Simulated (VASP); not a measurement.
# Sn3C2 (P6/mmm) in VASP: further runs

Sn3C2 is run at these levels: PBE; tasks: single point, relaxation of cell and atoms.

Program: VASP 6.6.1. These are calculated values, not measurements. Logs are shortened: lines on timing, memory, paths and dates and some standing lists are left out, and cuts for length are marked.

### Step 1. The cell of the first run

The structure is hexagonal, space group P6/mmm (No. 191). The conventional cell has a = 6.644 Å, b = 6.644 Å, c = 2.719 Å, α = 90.00°, β = 90.00°, γ = 120.00°. Within 3.6 Å of Sn (site symmetry mmm) lie 6 Sn at 2.72 to 3.32 Å and 4 C at 3.40 Å. C (site symmetry 6mm) has 2 C at 1.31 to 1.40 Å within 1.8 Å.

The cell was built from a structure type or drawn by symmetry, and may not be a known phase.

### Step 2. Single point, PBE

Input file INCAR:

```
SYSTEM = Sn3C2
  PREC = Accurate
  ENCUT = 520
  EDIFF = 1E-6
  ISMEAR = 0
  SIGMA = 0.1
  LREAL = .False.
  LASPH = .True.
  NELM = 100
  ALGO = Normal
  ISIF = 2
  LWAVE = .False.
  LCHARG = .True.
  GGA = PE
  LELF = .True.
  LVHAR = .True.
  NBANDS = 33
```

Input file KPOINTS:

```
regular mesh
0
Gamma
  6 6 4
  0 0 0
```

Input file POSCAR:

```
Sn3C2
1.0
    6.6441818094      0.0000000000      0.0000000000
   -3.3220909047      5.7540302343      0.0000000000
    0.0000000000      0.0000000000      2.7190630432
Sn C
3 2
Direct
    0.5000000000      0.0000000000      0.0000000000
    0.0000000000      0.5000000000      0.0000000000
    0.5000000000      0.5000000000      0.0000000000
    0.0000000000      0.0000000000      0.2583495567
    0.0000000000      0.0000000000      0.7416504433
```

Potentials or basis: VASP PAW PBE potentials, release 64 (Sn_d, C).

Started as:

```sh
> cat potpaw_PBE.64/Sn_d/POTCAR potpaw_PBE.64/C/POTCAR > POTCAR
> mpirun -np 1 vasp_std > vasp.out
```

OUTCAR:

```text
SYSTEM = Sn3C2
   PREC = Accurate
   ENCUT = 520
   EDIFF = 1E-6
   ISMEAR = 0
   LREAL = .False.
   LASPH = .True.
   NELM = 100
   ISIF = 2
   GGA = PE

 ion  position               nearest neighbor table
   1  0.500  0.000  0.000-   2 3.32   3 3.32   3 3.32   2 3.32
   2  0.000  0.500  0.000-   1 3.32   1 3.32   3 3.32   3 3.32
   3  0.500  0.500  0.000-   1 3.32   1 3.32   2 3.32   2 3.32
   4  0.000  0.000  0.258-   5 1.31   5 1.40
   5  0.000  0.000  0.742-   4 1.31   4 1.40

  LATTYP: Found a hexagonal cell.
 ALAT       =     6.6441818094
 C/A-ratio  =     0.4092397110

  Lattice vectors:

 A1 = (   6.6441818094,   0.0000000000,   0.0000000000)
 A2 = (  -3.3220909047,   5.7540302343,   0.0000000000)
 A3 = (   0.0000000000,   0.0000000000,   2.7190630432)

Analysis of symmetry for initial positions (statically):
=====================================================================
 Subroutine PRICEL returns:
 Original cell was already a primitive cell.

 Routine SETGRP: Setting up the symmetry group for a
 hexagonal supercell.

 Subroutine GETGRP returns: Found 24 space group operations
 (whereof 24 operations were pure point group operations)
 out of a pool of 24 trial point group operations.

The static configuration has the point symmetry D_6h.

Analysis of symmetry for dynamics (positions and initial velocities):
=====================================================================
 Subroutine PRICEL returns:
 Original cell was already a primitive cell.

 Routine SETGRP: Setting up the symmetry group for a
 hexagonal supercell.

 Subroutine GETGRP returns: Found 24 space group operations
 (whereof 24 operations were pure point group operations)
 out of a pool of 24 trial point group operations.

The dynamic configuration has the point symmetry D_6h.

 Subroutine INISYM returns: Found 24 space group operations
 (whereof 24 operations are pure point group operations),
 and found     1 'primitive' translations

----------------------------------------------------------------------------------------

                                     Primitive cell

  volume of cell :     103.9520

  direct lattice vectors                    reciprocal lattice vectors
[... 86 lines left out ...]
   LASPH  =      T    aspherical Exc in radial PAW
   ENCUT  =  520.0 eV  38.22 Ry    6.18 a.u.  12.35 12.35  5.06*2*pi/ulx,y,z
   NELM   =    100;   NELMIN=  2; NELMDL= -5     # of ELM steps
   EDIFF  = 0.1E-05   stopping-criterion for ELM
   LREAL  =      F    real-space projection
   EDIFFG = 0.1E-04   stopping-criterion for IOM
   NSW    =      0    number of steps for IOM
   IBRION =     -1    ionic relax: 0-MD 1-quasi-New 2-CG
   NFREE  =      0    steps in history (QN), initial steepest desc. (CG)
   ISIF   =      2    stress and relaxation
   ISYM   =      2    0-nonsym 1-usesym 2-fastsym
   POTIM  = 0.5000    time-step for ionic-motion
   TEBEG  =    0.0;   TEEND  =   0.0 temperature during run
   PSTRESS=    0.0 pullay stress
   NELECT =      50.0000    total number of electrons
   NUPDOWN=      -1.0000    fix difference up-down
   EMIN   =  10.00;   EMAX   =-10.00  energy-range for DOS
   EFERMI =   0.00;   METHOD = LEGACY
   ISMEAR =     0;   SIGMA  =   0.10  broadening in eV -4-tet -1-fermi 0-gaus
   EFERMI_NEDOS =   21; number of points for ismear=-14 and -15
   IALGO  =     38    algorithm
   IMIX   =      4    mixing-type and parameters
     AMIX     =   0.40;   BMIX     =  1.00
     AMIX_MAG =   1.60;   BMIX_MAG =  1.00
  volume/ion in A,a.u.               =      20.79       140.30
  Fermi-wavevector in a.u.,A,eV,Ry     =   1.282687  2.423926 22.385457  1.645285
  Thomas-Fermi vector in A             =   2.414983
   LORBIT       =      0    0 simple, 1 ext, 2 COOP (PROOUT), +10 PAW based schemes
   GGA     = PE    functional components
   LHFCALC =     F    Hartree Fock is set to
   AEXX    =    0.0000 exact exchange contribution
   IVDW    =     0    specifies the selected vdW correction
   LEPSILON=     F    determine dielectric tensor
   LRPA    =     F    only Hartree local field effects (RPA)
 non-spin polarized calculation
 Gauss-broadening in eV      SIGMA  =   0.10
  energy-cutoff  :      520.00
  volume of cell :      103.95
 maximum number of plane-waves:      2832
 NGX is ok and might be reduce to    50
   NGX = 25   NGY = 25   NGZ = 11

 number of electron      49.9999985 magnetization

 Free energy of the ion-electron system (eV)
  ---------------------------------------------------
  ext. energy  EPLUGINS =         0.00000000
  ---------------------------------------------------
  free energy    TOTEN  =       -26.54611634 eV

  energy without entropy =      -26.54038519  energy(sigma->0) =      -26.54325077

 E-fermi :   6.6966     XC(G=0): -10.1436

 val. band max:        6.5998103328   @ k =   0.3333   0.1667   0.0000
 cond. band min:       6.7491330130   @ k =   0.5000   0.0000   0.5000
 fundamental gap:      0.1493226802
 Fermi energy:         6.6966369468

 k-point     1 :       0.0000    0.0000    0.0000
  band No.  band energies     occupation
      1     -15.3451      2.00000
      2     -15.3027      2.00000
      3     -15.3027      2.00000
      4     -14.8826      2.00000
      5     -14.8723      2.00000
      6     -14.8723      2.00000
[... 745 lines left out ...]
     32      11.9091      0.00000
     33      12.2259      0.00000

------------------------ aborting loop because EDIFF is reached ----------------------------------------

  FORCE on cell =-STRESS in cart. coord.  units (eV):
  Direction    XX          YY          ZZ          XY          YZ          ZX
  --------------------------------------------------------------------------------------
  -------------------------------------------------------------------------------------
  Total        0.0159611      0.0159611     -0.0184614      0.0000000     -0.0000000      0.0000000
  in kB        0.2460033      0.2460033     -0.2845392      0.0000000     -0.0000000      0.0000000
  external PRESSURE =       0.0691558 kB  Pullay stress =       0.0000000 kB

 VOLUME and BASIS-vectors are now :
 -----------------------------------------------------------------------------
  energy-cutoff  :      520.00
  volume of cell :      103.95
      direct lattice vectors                 reciprocal lattice vectors
     6.644181809  0.000000000  0.000000000     0.150507621  0.086895616  0.000000000
    -3.322090905  5.754030234  0.000000000     0.000000000  0.173791231  0.000000000
     0.000000000  0.000000000  2.719063043     0.000000000  0.000000000  0.367773746

 POSITION                                       TOTAL-FORCE (eV/Angst)
 -----------------------------------------------------------------------------------
      3.32209      0.00000      0.00000         0.000000     -0.000000      0.000000
     -1.66105      2.87702      0.00000         0.000000     -0.000000      0.000000
      1.66105      2.87702      0.00000         0.000000     -0.000000      0.000000
      0.00000      0.00000      0.70247         0.000000      0.000000     -0.035265
      0.00000      0.00000      2.01659        -0.000000     -0.000000      0.035265
 -----------------------------------------------------------------------------------
    total drift:                               -0.000000      0.000000     -0.000000

  FREE ENERGIE OF THE ION-ELECTRON SYSTEM (eV)
  ---------------------------------------------------
  free  energy   TOTEN  =       -26.5461163391 eV

  energy  without entropy=      -26.5403851918  energy(sigma->0) =      -26.54325077
```

OSZICAR:

```text
N       E                     dE             d eps       ncg     rms          rms(c)
DAV:   1     0.463767193687E+03    0.46377E+03   -0.24709E+04  1466   0.224E+03
DAV:   2     0.370912254174E+02   -0.42668E+03   -0.41293E+03  1394   0.547E+02
DAV:   3    -0.259251631372E+02   -0.63016E+02   -0.61144E+02  1684   0.182E+02
DAV:   4    -0.290917271952E+02   -0.31666E+01   -0.31486E+01  1640   0.433E+01
DAV:   5    -0.291991745315E+02   -0.10745E+00   -0.10727E+00  1856   0.811E+00    0.740E+00
DAV:   6    -0.265776983691E+02    0.26215E+01   -0.39395E+00  1742   0.102E+01    0.390E+00
DAV:   7    -0.265680622111E+02    0.96362E-02   -0.17089E+00  1684   0.430E+00    0.197E+00
DAV:   8    -0.265755047226E+02   -0.74425E-02   -0.31201E-01  1711   0.214E+00    0.771E-01
DAV:   9    -0.265631368903E+02    0.12368E-01   -0.30521E-01  1666   0.188E+00    0.529E-01
DAV:  10    -0.265461186960E+02    0.17018E-01   -0.51580E-02  1611   0.884E-01    0.134E-01
DAV:  11    -0.265462387488E+02   -0.12005E-03   -0.12083E-02  1780   0.386E-01    0.746E-02
DAV:  12    -0.265461253886E+02    0.11336E-03   -0.15276E-03  1626   0.143E-01    0.182E-02
DAV:  13    -0.265461176055E+02    0.77831E-05   -0.12956E-04  1492   0.466E-02    0.900E-03
DAV:  14    -0.265461191809E+02   -0.15754E-05   -0.17656E-05  1639   0.177E-02    0.612E-03
DAV:  15    -0.265461165836E+02    0.25973E-05   -0.13706E-05  1506   0.118E-02    0.208E-03
DAV:  16    -0.265461163391E+02    0.24454E-06   -0.10570E-06  1123   0.555E-03
   1 F= -.26546116E+02 E0= -.26543251E+02  d E =-.573115E-02
```

stdout:

```text
POSCAR found type information on POSCAR SnC
 POSCAR found :  2 types and       5 ions
 scaLAPACK will be used
 LDA part: xc-table for (Slater+PW92), standard interpolation
 POSCAR, INCAR and KPOINTS ok, starting setup
 FFT: planning ... GRIDC
 FFT: planning ... GRID_SOFT
 FFT: planning ... GRID
 WAVECAR not read
 entering main loop
```

Wall time 66 s (1 thread of Intel Xeon Platinum 8375C at 2.90GHz (Ice Lake), shared host); peak memory 0.24 GiB.

Results:

```
Free energy            : -26.5461 eV
Pressure               : 0.0 GPa
Largest force          : 0.035 eV/Å
Band gap on the k mesh : zero (bands 25 and 26 overlap by 1.84 eV)
```

Forces in eV/Å, atoms in the order of the input:
```
Sn   0.000  0.000  0.000
Sn   0.000  0.000  0.000
Sn   0.000  0.000  0.000
C    0.000  0.000 -0.035
C    0.000  0.000  0.035
```

Caveat: the k points lie up to 0.58 Å⁻¹ apart, too coarse for converged energies and pressures of a metal; spin-orbit coupling is left out, which moves the levels of the heavy elements.

### Step 3. Single point, PBE

This run uses another cell than the first one, of 21.45 Å³/atom.

Input file INCAR:

```
ALGO = Normal
EDIFF = 1E-6
ENCUT = 520
GGA = PE
ISIF = 2
ISMEAR = 0
LASPH = True
LCHARG = True
LELF = True
LREAL = False
LVHAR = True
LWAVE = False
NBANDS = 33
NELM = 100
PREC = Accurate
SIGMA = 0.1
```

Input file KPOINTS:

```
k-points
0
Gamma
  6 6 4
```

Input file POSCAR:

```
Sn3C2
1.0
    5.3960056800      0.0000000000      0.0000000000
   -2.6980028400      4.6730780000      0.0000000000
    0.0000000000      0.0000000000      4.2540867500
Sn C
3 2
Direct
    0.5000000000      0.0000000000      0.0000000000
    0.0000000000      0.5000000000      0.0000000000
    0.5000000000      0.5000000000      0.0000000000
    0.0000000000      0.0000000000      0.2507259800
    0.0000000000      0.0000000000      0.7492740200
```

Potentials or basis: VASP PAW PBE potentials, release 64 (Sn_d, C).

Started as:

```sh
> cat potpaw_PBE.64/Sn_d/POTCAR potpaw_PBE.64/C/POTCAR > POTCAR
> mpirun -np 1 vasp_std > vasp.out
```

Run time: 55 s. Hardware: 1 thread of Intel Xeon Platinum 8375C at 2.90GHz (Ice Lake), shared host; peak memory 0.24 GiB.

It converged, with:

- Free energy: -18.2972 eV
- Pressure: 7.6 GPa
- Largest force: 0.381 eV/Å
- Band gap on the k mesh: zero (bands 25 and 26 overlap by 2.08 eV)

Forces in eV/Å, atoms in the order of the input:
```
Sn   0.000  0.000  0.000
Sn   0.000  0.000  0.000
Sn   0.000  0.000  0.000
C    0.000  0.000  0.381
C    0.000  0.000 -0.381
```

Stress tensor (GPa, compression positive):
```
 16.69   0.00   0.00
  0.00  16.69   0.00
  0.00   0.00 -10.57
```

Levels at points of the mesh, in eV from the Fermi level:
```tsv
k point	band 21	band 22	band 23	band 24	band 25	band 26	band 27	band 28	band 29	band 30
(0.00, 0.00, 0.00)	-4.70	-4.19	-4.19	-3.66	-0.27	1.27	1.27	2.83	2.83	4.05
(0.50, 0.00, 0.00)	-3.99	-1.43	-1.10	-1.07	-0.56	0.75	1.81	1.89	3.30	3.54
(0.00, 0.00, 0.50)	-4.02	-3.67	-3.67	-2.95	-0.81	-0.81	1.43	1.43	2.35	2.56
(0.50, 0.00, 0.50)	-3.63	-1.50	-1.29	-0.98	-0.01	0.36	1.52	2.31	2.37	2.55
```

Caveat: the k points lie up to 0.37 Å⁻¹ apart, too coarse for converged energies and pressures of a metal; spin-orbit coupling is left out, which moves the levels of the heavy elements.

### Step 4. Relaxation of cell and atoms, PBE

This run uses another cell than the first one, of 21.45 Å³/atom.

Input file INCAR:

```
PREC = Accurate ; ENCUT = 600
EDIFF = 1E-7 ; ISMEAR = 0
SIGMA = 0.1 ; LREAL = F
LASPH = T ; NELM = 80
ALGO = Normal ; ISIF = 3
LWAVE = F ; LCHARG = F
GGA = PE ; IBRION = 2
NSW = 90 ; EDIFFG = -0.04
```

Input file KPOINTS:

```
Automatic mesh
0
Gamma
  6 6 4
```

POSCAR is that of step 3.

Started as:

```sh
> cat potpaw_PBE.64/Sn_d/POTCAR potpaw_PBE.64/C/POTCAR > POTCAR
> mpirun -np 1 vasp_std > vasp.out
```

It took 32 min on 1 thread of Intel Xeon Platinum 8375C at 2.90GHz (Ice Lake), shared host; peak memory 0.34 GiB.

Results (log left out):

```yaml
Free_energy: -26.5355 eV
Relaxed_volume: 20.71 Å³/atom
Relaxed_cell: a = 6.633 Å, b = 6.633 Å, c = 2.718 Å, α = 90.00°, β = 90.00°, γ = 120.00°
Space_group_after_relaxing_to_0.1_Å: P6/mmm (No. 191)
Pressure_after_relaxing: 0.0 GPa
Largest_force_after_relaxing: 0.014 eV/Å
Band_gap_on_the_k_mesh: zero (bands 25 and 26 overlap by 1.86 eV)
```

Forces on the atoms (eV/Å):
```
Sn   0.000  0.000  0.000
Sn   0.000  0.000  0.000
Sn   0.000  0.000  0.000
C    0.000  0.000 -0.014
C    0.000  0.000  0.014
```

Stress tensor (GPa, compression positive):
```
-0.03  0.00  0.00
 0.00 -0.03  0.00
 0.00  0.00  0.05
```

Final structure:
```
Sn C
1.0
     6.63274    0.00000    0.00000
    -3.31637    5.74412    0.00000
     0.00000    0.00000    2.71846
Sn C
3 2
Direct
  0.50000 0.00000 0.00000
  0.00000 0.50000 0.00000
  0.50000 0.50000 0.00000
  0.00000 0.00000 0.25821
  0.00000 0.00000 0.74179
```

Levels at points of the mesh, in eV from the Fermi level:
| k point | band 23 | band 24 | band 25 | band 26 | band 27 | band 28 |
| --- | --- | --- | --- | --- | --- | --- |
| (0.00, 0.00, 0.00) | -4.84 | -1.21 | -1.21 | 2.87 | 4.28 | 4.28 |
| (0.50, 0.00, 0.00) | -3.42 | -0.72 | -0.60 | -0.55 | 0.42 | 3.71 |
| (0.00, 0.00, 0.50) | -2.31 | -1.22 | -1.22 | -1.03 | -0.94 | -0.94 |
| (0.50, 0.00, 0.50) | -2.54 | -0.53 | -0.40 | 0.04 | 0.20 | 0.47 |

Caveat: the k points lie up to 0.58 Å⁻¹ apart in the final cell, too coarse for converged energies and pressures of a metal; a cell axis changed by over 15 % at a fixed basis, so the end point is rough; spin-orbit coupling is left out, which moves the levels of the heavy elements.

### Step 5. Summary

| task | cell | cutoff (eV) | gap on the mesh (eV) | pressure (GPa) | largest force (eV/Å) |
| --- | --- | --- | --- | --- | --- |
| single point | a = 6.644, b = 6.644, c = 2.719 Å, angles 90.0, 90.0, 120.0°, 5 atoms, atomic positions A | 520 | none | 0.0 | 0.04 |
| single point | a = 5.396, b = 5.396, c = 4.254 Å, angles 90.0, 90.0, 120.0°, 5 atoms, atomic positions B | 520 | none | 7.6 | 0.38 |
| relaxation of cell and atoms | relaxed from a = 5.396, b = 5.396, c = 4.254 Å, angles 90.0, 90.0, 120.0°, 5 atoms, atomic positions B | 600 | none | 0.0 | 0.01 |

Alike in all rows: level PBE; potentials or basis VASP PAW PBE potentials, release 64 (Sn_d, C); no spin polarisation; k mesh 6 × 6 × 4; smearing gaussian 0.1 eV.

Caveats: all runs use coarse meshes; spin-orbit coupling is left out, which moves the levels of the heavy elements; a cell axis changed by over 15 % at a fixed basis, so the end point is rough (at least some runs).

Absolute energies hang on the potentials; compare differences alone.
